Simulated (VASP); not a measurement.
# SnGe7 in VASP: a series of runs

Runs on SnGe7. Level: PBE. Tasks: relaxation of cell and atoms, single point.

Program: VASP 6.6.1. These are calculated values, not measurements. Logs are shortened: lines on timing, memory, paths and dates and some standing lists are left out, and cuts for length are marked.

## 1. The cell of the first run

Symmetry: P-4m2, No. 115, tetragonal system. Conventional cell: a = 4.080 Å, b = 4.080 Å, c = 11.600 Å, α = 90.00°, β = 90.00°, γ = 90.00°. Within 3.3 Å of Sn (site symmetry -4m2) lie 4 Ge at 2.50 Å. Within 3.3 Å of Ge (site symmetry 2mm) lie 4 Ge at 2.50 Å. Ge (site symmetry 2mm) has 4 Ge at 2.50 Å within 3.3 Å. Ge (site symmetry 2mm) has 2 Sn at 2.50 Å and 2 Ge at 2.50 Å within 3.3 Å. Ge (site symmetry -4m2) has 4 Ge at 2.50 Å within 3.3 Å.

## 2. Relaxation of cell and atoms, PBE

INCAR reads:

```
SYSTEM = SnGe7
PREC = Accurate ; ENCUT = 600
EDIFF = 1E-6 ; ISMEAR = 0
SIGMA = 0.2 ; LREAL = .FALSE.
LASPH = .TRUE. ; NELM = 100
ALGO = Normal ; ISIF = 3
LWAVE = .FALSE. ; LCHARG = .FALSE.
GGA = PE ; IBRION = 2
NSW = 36 ; EDIFFG = -0.08
```

KPOINTS reads:

```
regular mesh
0
G
  4 4 2
  0 0 0
```

POSCAR reads:

```
SnGe7
1.0
    4.0800000000      0.0000000000      0.0000000000
    0.0000000000      4.0800000000      0.0000000000
    0.0000000000      0.0000000000     11.6000000000
Sn Ge
1 7
Direct
    0.0000000000      0.0000000000      0.0000000000
    0.5000000000      0.5000000000      0.7500000000
    0.0000000000      0.5000000000      0.6250000000
    0.5000000000      0.5000000000      0.2500000000
    0.5000000000      0.0000000000      0.3750000000
    0.5000000000      0.0000000000      0.8750000000
    0.0000000000      0.5000000000      0.1250000000
    0.0000000000      0.0000000000      0.5000000000
```

Potentials or basis: VASP PAW PBE potentials, release 64 (Sn_d, Ge_d).

The run is started by

```bash
cat potpaw_PBE.64/Sn_d/POTCAR potpaw_PBE.64/Ge_d/POTCAR > POTCAR
mpirun -np 1 vasp_std > vasp.out
```

OUTCAR:

```text
SYSTEM = SnGe7
   PREC = Accurate
   ENCUT = 600
   EDIFF = 1E-6
   ISMEAR = 0
   LREAL = .FALSE.
   LASPH = .TRUE.
   NELM = 100
   ISIF = 3
   GGA = PE
   IBRION = 2
   NSW = 36
   EDIFFG = -0.08

 ion  position               nearest neighbor table
   1  0.000  0.000  0.000-   6 2.50   7 2.50   7 2.50   6 2.50
   2  0.500  0.500  0.750-   3 2.50   6 2.50   6 2.50   3 2.50
   3  0.000  0.500  0.625-   2 2.50   8 2.50   8 2.50   2 2.50
   4  0.500  0.500  0.250-   5 2.50   7 2.50   5 2.50   7 2.50
   5  0.500  0.000  0.375-   4 2.50   8 2.50   4 2.50   8 2.50
   6  0.500  0.000  0.875-   1 2.50   2 2.50   2 2.50   1 2.50
   7  0.000  0.500  0.125-   1 2.50   4 2.50   1 2.50   4 2.50
   8  0.000  0.000  0.500-   3 2.50   5 2.50   3 2.50   5 2.50

  LATTYP: Found a simple tetragonal cell.
 ALAT       =     4.0800000000
 C/A-ratio  =     2.8431372549

  Lattice vectors:

 A1 = (   4.0800000000,   0.0000000000,   0.0000000000)
 A2 = (   0.0000000000,   4.0800000000,   0.0000000000)
 A3 = (   0.0000000000,   0.0000000000,  11.6000000000)

Analysis of symmetry for initial positions (statically):
=====================================================================
 Subroutine PRICEL returns:
 Original cell was already a primitive cell.

 Routine SETGRP: Setting up the symmetry group for a
 simple tetragonal supercell.

 Subroutine GETGRP returns: Found  8 space group operations
 (whereof  8 operations were pure point group operations)
 out of a pool of 16 trial point group operations.

The static configuration has the point symmetry D_2d.

Analysis of symmetry for dynamics (positions and initial velocities):
=====================================================================
 Subroutine PRICEL returns:
 Original cell was already a primitive cell.

 Routine SETGRP: Setting up the symmetry group for a
 simple tetragonal supercell.

 Subroutine GETGRP returns: Found  8 space group operations
 (whereof  8 operations were pure point group operations)
 out of a pool of 16 trial point group operations.

The dynamic configuration has the point symmetry D_2d.

 Subroutine INISYM returns: Found  8 space group operations
 (whereof  8 operations are pure point group operations),
 and found     1 'primitive' translations

----------------------------------------------------------------------------------------

                                     Primitive cell

  volume of cell :     193.0982

  direct lattice vectors                    reciprocal lattice vectors
     4.080000000  0.000000000  0.000000000     0.245098039  0.000000000  0.000000000
     0.000000000  4.080000000  0.000000000     0.000000000  0.245098039  0.000000000
     0.000000000  0.000000000 11.600000000     0.000000000  0.000000000  0.086206897

  length of vectors
     4.080000000  4.080000000 11.600000000     0.245098039  0.245098039  0.086206897

  position of ions in fractional coordinates (direct lattice)
     0.000000000  0.000000000  0.000000000
     0.500000000  0.500000000  0.750000000
     0.000000000  0.500000000  0.625000000
     0.500000000  0.500000000  0.250000000
     0.500000000  0.000000000  0.375000000
     0.500000000  0.000000000  0.875000000
     0.000000000  0.500000000  0.125000000
     0.000000000  0.000000000  0.500000000

  ion indices of the primitive-cell ions
   primitive index   ion index
                 1           1
                 2           2
                 3           3
                 4           4
                 5           5
                 6           6
                 7           7
                 8           8

----------------------------------------------------------------------------------------

 KPOINTS: regular mesh

Automatic generation of k-mesh.
 Grid dimensions read from file:
 generate k-points for:    4    4    2

 Generating k-lattice:

  Cartesian coordinates                     Fractional coordinates (reciprocal lattice)
     0.061274510  0.000000000  0.000000000     0.250000000  0.000000000  0.000000000
     0.000000000  0.061274510  0.000000000     0.000000000  0.250000000  0.000000000
     0.000000000  0.000000000  0.043103448     0.000000000  0.000000000  0.500000000

  Length of vectors
     0.061274510  0.061274510  0.043103448

  Shift w.r.t. Gamma in fractional coordinates (k-lattice)
     0.000000000  0.000000000  0.000000000

 Subroutine IBZKPT returns following result:
 ===========================================

 Found     12 irreducible k-points:

 Following reciprocal coordinates:
            Coordinates               Weight
  0.000000  0.000000  0.000000      1.000000
  0.250000  0.000000  0.000000      4.000000
  0.500000  0.000000  0.000000      2.000000
  0.250000  0.250000  0.000000      4.000000
  0.500000  0.250000  0.000000      4.000000
  0.500000  0.500000  0.000000      1.000000
  0.000000  0.000000  0.500000      1.000000
  0.250000  0.000000  0.500000      4.000000
  0.500000  0.000000  0.500000      2.000000
  0.250000  0.250000  0.500000      4.000000
  0.500000  0.250000  0.500000      4.000000
  0.500000  0.500000  0.500000      1.000000
   k-points           NKPTS =     12   k-points in BZ     NKDIM =     12   number of bands    NBANDS=     67
   number of dos      NEDOS =    301   number of ions     NIONS =      8
   total plane-waves  NPLWV = 124416
   dimension x,y,z NGX =    36 NGY =   36 NGZ =   96
   dimension x,y,z NGXF=    72 NGYF=   72 NGZF=  192
   ions per type =               1   7
   NGX,Y,Z   is equivalent  to a cutoff of  14.67, 14.67, 13.76 a.u.
   NGXF,Y,Z  is equivalent  to a cutoff of  29.34, 29.34, 27.52 a.u.
 SYSTEM =  SnGe7
   PREC   = accura    normal or accurate (medium, high low for compatibility)
   ISTART =      0    job   : 0-new  1-cont  2-samecut
   ICHARG =      2    charge: 1-file 2-atom 10-const
   ISPIN  =      1    spin polarized calculation?
   LNONCOLLINEAR =      F non collinear calculations
   LSORBIT =      F    spin-orbit coupling
   LASPH  =      T    aspherical Exc in radial PAW
   ENCUT  =  600.0 eV  44.10 Ry    6.64 a.u.   8.15  8.15 23.17*2*pi/ulx,y,z
   NELM   =    100;   NELMIN=  2; NELMDL= -5     # of ELM steps
   EDIFF  = 0.1E-05   stopping-criterion for ELM
   LREAL  =      F    real-space projection
   EDIFFG = -.8E-01   stopping-criterion for IOM
   NSW    =     36    number of steps for IOM
   IBRION =      2    ionic relax: 0-MD 1-quasi-New 2-CG
   NFREE  =      1    steps in history (QN), initial steepest desc. (CG)
   ISIF   =      3    stress and relaxation
   ISYM   =      2    0-nonsym 1-usesym 2-fastsym
   POTIM  = 0.5000    time-step for ionic-motion
   TEBEG  =    0.0;   TEEND  =   0.0 temperature during run
   PSTRESS=    0.0 pullay stress
   NELECT =     112.0000    total number of electrons
   NUPDOWN=      -1.0000    fix difference up-down
   EMIN   =  10.00;   EMAX   =-10.00  energy-range for DOS
   EFERMI =   0.00;   METHOD = LEGACY
   ISMEAR =     0;   SIGMA  =   0.20  broadening in eV -4-tet -1-fermi 0-gaus
   EFERMI_NEDOS =   21; number of points for ismear=-14 and -15
   IALGO  =     38    algorithm
   IMIX   =      4    mixing-type and parameters
     AMIX     =   0.40;   BMIX     =  1.00
     AMIX_MAG =   1.60;   BMIX_MAG =  1.00
  volume/ion in A,a.u.               =      24.14       162.89
  Fermi-wavevector in a.u.,A,eV,Ry     =   1.365279  2.580003 25.361078  1.863987
  Thomas-Fermi vector in A             =   2.491521
   LORBIT       =      0    0 simple, 1 ext, 2 COOP (PROOUT), +10 PAW based schemes
   GGA     = PE    functional components
   LHFCALC =     F    Hartree Fock is set to
   AEXX    =    0.0000 exact exchange contribution
   IVDW    =     0    specifies the selected vdW correction
   LEPSILON=     F    determine dielectric tensor
   LRPA    =     F    only Hartree local field effects (RPA)
 conjugate gradient relaxation of ions
 non-spin polarized calculation
 Gauss-broadening in eV      SIGMA  =   0.20
  energy-cutoff  :      600.00
  volume of cell :      193.10
 maximum number of plane-waves:      6504
 NGX is ok and might be reduce to    36
   NGX = 17   NGY = 17   NGZ = 47

--------------------------------------- Ionic step        1  -------------------------------------------

 number of electron     112.0000021 magnetization

 Free energy of the ion-electron system (eV)
  ---------------------------------------------------
  ext. energy  EPLUGINS =         0.00000000
  ---------------------------------------------------
  free energy    TOTEN  =       -34.56490600 eV

  energy without entropy =      -34.54555154  energy(sigma->0) =      -34.55522877

 E-fermi :   5.0335     XC(G=0):  -9.7290

 val. band max:        4.9781538595   @ k =   0.5000   0.0000   0.0000
 cond. band min:       5.0722903692   @ k =   0.0000   0.0000   0.0000
 fundamental gap:      0.0941365097
 Fermi energy:         5.0334795565

 k-point     1 :       0.0000    0.0000    0.0000
  band No.  band energies     occupation
      1     -19.6988      2.00000
      2     -19.6988      2.00000
      3     -19.6889      2.00000
      4     -19.6889      2.00000
      5     -19.6750      2.00000
      6     -19.6750      2.00000
[... 1162 lines left out ...]
  energy  without entropy=      -34.9432234455  energy(sigma->0) =      -34.95236781

--------------------------------------- Ionic step        9  -------------------------------------------

 number of electron     112.0000001 magnetization

 Free energy of the ion-electron system (eV)
  ---------------------------------------------------
  ext. energy  EPLUGINS =         0.00000000
  ---------------------------------------------------
  free energy    TOTEN  =       -34.96593580 eV

  energy without entropy =      -34.94734080  energy(sigma->0) =      -34.95663830

 E-fermi :   4.4382     XC(G=0):  -9.4805

 val. band max:        4.3188926519   @ k =   0.5000   0.0000   0.0000
 cond. band min:       4.5701007488   @ k =   0.0000   0.0000   0.0000
 fundamental gap:      0.2512080969
 Fermi energy:         4.4381901691

 k-point     1 :       0.0000    0.0000    0.0000
  band No.  band energies     occupation
      1     -20.2091      2.00000
      2     -20.2091      2.00000
      3     -20.1980      2.00000
      4     -20.1980      2.00000
      5     -20.1903      2.00000
      6     -20.1795      2.00000
[... 864 lines left out ...]
  FREE ENERGIE OF THE ION-ELECTRON SYSTEM (eV)
  ---------------------------------------------------
  free  energy   TOTEN  =       -34.9659357964 eV

  energy  without entropy=      -34.9473407976  energy(sigma->0) =      -34.95663830

 reached required accuracy - stopping structural energy minimisation
```

Wall time 15 min (1 thread of Intel Xeon 6975P-C (Granite Rapids), shared host); peak memory 0.44 GiB.

What came out:

```
Free energy                           : -34.9659 eV
Relaxed volume                        : 25.51 Å³/atom
Relaxed cell                          : a = 4.199 Å, b = 4.199 Å, c = 11.574 Å, α = 90.00°, β = 90.00°, γ = 90.00°
Space group after relaxing (to 0.1 Å) : P-4m2 (No. 115)
Energy gained by relaxing             : 50.1 meV/atom
Ionic steps                           : 9
Pressure after relaxing               : 0.1 GPa
Largest force after relaxing          : 0.029 eV/Å
Band gap on the k mesh                : zero (bands 56 and 57 overlap by 0.25 eV)
```

Forces in eV/Å, atoms in the order of the input:
```
Sn   0.000  0.000  0.000
Ge   0.000  0.000  0.002
Ge   0.000  0.000 -0.029
Ge   0.000  0.000 -0.002
Ge   0.000  0.000  0.029
Ge   0.000  0.000 -0.014
Ge   0.000  0.000  0.014
Ge   0.000  0.000  0.000
```

The path:
| step | energy change (eV) | largest force (eV/Å) | pressure (GPa) | volume (Å³) |
| --- | --- | --- | --- | --- |
| 1 | 0.0000 | 1.5992 | 4.22 | 193.10 |
| 2 | -0.2913 | 0.3922 | -1.35 | 211.42 |
| 3 | -0.2983 | 0.5294 | -0.79 | 208.82 |
| 4 | -0.3464 | 0.3320 | -0.44 | 206.63 |
| 5 | -0.3707 | 0.3443 | 0.49 | 202.60 |
| 6 | -0.3726 | 0.3453 | 0.36 | 203.41 |
| 7 | -0.3912 | 0.1864 | 0.02 | 204.49 |
| 8 | -0.3966 | 0.1767 | -0.22 | 205.35 |
| 9 | -0.4010 | 0.0290 | 0.13 | 204.07 |

Final structure:
```cif
data_structure
_symmetry_space_group_name_H-M 'P 1'
_symmetry_Int_Tables_number 1
_cell_length_a 4.1991
_cell_length_b 4.1991
_cell_length_c 11.5737
_cell_angle_alpha 90.000
_cell_angle_beta 90.000
_cell_angle_gamma 90.000
_cell_volume 204.07
loop_
_atom_site_label
_atom_site_type_symbol
_atom_site_fract_x
_atom_site_fract_y
_atom_site_fract_z
_atom_site_occupancy
Sn1 Sn 0.00000 0.00000 0.00000 1
Ge1 Ge 0.50000 0.50000 0.74149 1
Ge2 Ge 0.00000 0.50000 0.62077 1
Ge3 Ge 0.50000 0.50000 0.25851 1
Ge4 Ge 0.50000 0.00000 0.37923 1
Ge5 Ge 0.50000 0.00000 0.86134 1
Ge6 Ge 0.00000 0.50000 0.13866 1
Ge7 Ge 0.00000 0.00000 0.50000 1
```

Caveat: the k points lie up to 0.37 Å⁻¹ apart in the final cell; semilocal functionals underestimate gaps, so a narrow gap can read as zero; spin-orbit coupling is left out, which moves the levels of the heavy elements.

## 3. Single point, PBE

This run uses another cell than the first one, of 20.73 Å³/atom.

INCAR reads:

```
SYSTEM = SnGe7
ALGO = Normal ; EDIFF = 1E-6
ENCUT = 520 ; GGA = PE
ISIF = 2 ; ISMEAR = 0
LASPH = .True. ; LCHARG = .True.
LELF = .True. ; LREAL = .False.
LVHAR = .True. ; LWAVE = .False.
NBANDS = 66 ; NELM = 60
PREC = Accurate ; SIGMA = 0.1
```

KPOINTS reads:

```
k-points
0
Gamma
  6 6 6
  0 0 0
```

POSCAR reads:

```
SnGe7
1.0
    5.2636745268      0.0000000000      0.0000000000
    0.0000000000      5.2636745268      0.0000000000
    0.0000000000      0.0000000000      5.9859857655
Sn Ge
1 7
Direct
    0.0000000000      0.0000000000      0.0000000000
    0.0000000000      0.0000000000      0.5000000000
    0.0000000000      0.5000000000      0.6380922346
    0.5000000000      0.5000000000      0.7731765024
    0.5000000000      0.0000000000      0.8082770975
    0.0000000000      0.5000000000      0.1917229025
    0.5000000000      0.5000000000      0.2268234976
    0.5000000000      0.0000000000      0.3619077654
```

Potentials or basis: VASP PAW PBE potentials, release 64 (Sn_d, Ge_d).

The run is started by

```bash
cat potpaw_PBE.64/Sn_d/POTCAR potpaw_PBE.64/Ge_d/POTCAR > POTCAR
mpirun -np 1 vasp_std > vasp.out
```

It took 3.6 min on 1 thread of Intel Xeon 6975P-C (Granite Rapids), shared host; peak memory 0.45 GiB.

It converged, with:

| Item | Value |
| --- | --- |
| Free energy | -33.6976 eV |
| Pressure | 0.0 GPa |
| Band gap on the k mesh | zero (bands 56 and 57 overlap by 1.87 eV) |

Forces in eV/Å, atoms in the order of the input:
```
Sn   0.000  0.000  0.000
Ge   0.000  0.000  0.000
Ge   0.000  0.000  0.003
Ge   0.000  0.000  0.002
Ge   0.000  0.000  0.000
Ge   0.000  0.000  0.000
Ge   0.000  0.000 -0.002
Ge   0.000  0.000 -0.003
```

Levels at points of the mesh, in eV from the Fermi level:
| k point | band 54 | band 55 | band 56 | band 57 | band 58 | band 59 |
| --- | --- | --- | --- | --- | --- | --- |
| (0.00, 0.00, 0.00) | -2.26 | -1.88 | -1.88 | -0.96 | -0.96 | 0.39 |
| (0.50, 0.00, 0.00) | -1.74 | -1.60 | -0.94 | 0.13 | 0.15 | 1.73 |
| (0.50, 0.50, 0.00) | 0.71 | 0.88 | 0.88 | 1.87 | 1.87 | 1.99 |
| (0.00, 0.00, 0.50) | -1.61 | -1.42 | -1.42 | -0.89 | -0.89 | 1.40 |
| (0.50, 0.00, 0.50) | -1.48 | -0.76 | -0.53 | 1.03 | 1.17 | 1.20 |
| (0.50, 0.50, 0.50) | 0.04 | 0.04 | 0.11 | 1.63 | 1.86 | 2.08 |

Caveat: spin-orbit coupling is left out, which moves the levels of the heavy elements.

## 4. Single point, PBE

This run uses another cell than the first one, of 25.46 Å³/atom.

INCAR reads:

```
SYSTEM = SnGe7
PREC = Accurate
ENCUT = 520
EDIFF = 1E-6
ISMEAR = 0
SIGMA = 0.2
LREAL = .False.
LASPH = .True.
NELM = 60
ALGO = Normal
ISIF = 2
LWAVE = .False.
LCHARG = .False.
GGA = PE
NBANDS = 66
```

KPOINTS reads:

```
regular mesh
0
Gamma
  6 6 2
  0 0 0
```

POSCAR reads:

```
SnGe7
1.0
    4.1629235441     -0.0001496692      0.0000560807
   -0.0001504096      4.1627910768     -0.0000356181
    0.0003822602     -0.0002649545     11.7535705492
Sn Ge
1 7
Direct
   -0.0002414390     -0.0002335836     -0.0000015619
    0.5001480901      0.5000775850      0.7414030232
    0.0001710103      0.4999041967      0.6205502253
    0.5000701471      0.5002312722      0.2585943691
    0.5000018277      0.0002387887      0.3794521901
    0.4997829386      0.0000798404      0.8613613761
    0.0000680008      0.4997908057      0.1386410028
   -0.0000005755     -0.0000889052      0.4999993753
```

The run is started by

```bash
cat potpaw_PBE.64/Sn_d/POTCAR potpaw_PBE.64/Ge_d/POTCAR > POTCAR
mpirun -np 1 vasp_std > vasp.out
```

Run time: 8.2 min. Hardware: 1 thread of AMD EPYC 7R43 (Zen 3), shared host; peak memory 0.5 GiB.

It converged, with:

```
Free energy            : -35.2258 eV
Pressure               : -0.1 GPa
Band gap on the k mesh : zero (bands 56 and 57 overlap by 0.29 eV)
```

Forces in eV/Å, atoms in the order of the input:
```
Sn   0.001  0.001  0.000
Ge  -0.001  0.000 -0.001
Ge  -0.001  0.001  0.002
Ge   0.000 -0.001  0.001
Ge   0.000 -0.001 -0.002
Ge   0.001  0.000  0.002
Ge   0.000  0.001 -0.001
Ge   0.000  0.001  0.000
```

Levels at points of the mesh, in eV from the Fermi level:
```
           k point  band 54  band 55  band 56  band 57  band 58  band 59
(0.00, 0.00, 0.00)    -0.72     0.02     0.09     0.09     0.67     0.73
(0.50, 0.00, 0.00)    -1.25    -1.22    -0.70    -0.20     0.08     1.52
(0.00, 0.50, 0.00)    -1.25    -1.22    -0.70    -0.20     0.08     1.52
(0.50, 0.50, 0.00)    -2.75    -2.75    -2.64     0.80     0.81     0.85
(0.00, 0.00, 0.50)    -0.92    -0.50    -0.50     0.59     0.60     1.31
(0.50, 0.00, 0.50)    -1.51    -1.49    -0.71     0.92     1.02     1.06
(0.00, 0.50, 0.50)    -1.51    -1.49    -0.71     0.92     1.02     1.06
(0.50, 0.50, 0.50)    -3.11    -3.10    -3.02     1.80     1.80     1.90
```

Caveat: semilocal functionals underestimate gaps, so a narrow gap can read as zero; spin-orbit coupling is left out, which moves the levels of the heavy elements.

## 5. Overview

```tsv
task	cell	k mesh	cutoff (eV)	smearing	gap on the mesh (eV)	pressure (GPa)
relaxation of cell and atoms	relaxed from a = 4.080, b = 4.080, c = 11.600 Å, 8 atoms, atomic positions A	4 × 4 × 2	600	gaussian 0.2 eV	none	0.1
single point	a = 5.264, b = 5.264, c = 5.986 Å, 8 atoms, atomic positions B	6 × 6 × 6	520	gaussian 0.1 eV	none	0.0
single point	a = 4.163, b = 4.163, c = 11.754 Å, 8 atoms, atomic positions C	6 × 6 × 2	520	gaussian 0.2 eV	none	-0.1
```

Alike in all rows: level PBE; potentials or basis VASP PAW PBE potentials, release 64 (Sn_d, Ge_d); no spin polarisation.

Caveats: some runs use coarse meshes; spin-orbit coupling is left out, which moves the levels of the heavy elements; semilocal functionals underestimate gaps, so a narrow gap can read as zero (at least some runs).

Total energies depend on the potentials used, so only differences within one code and one set of settings carry meaning.
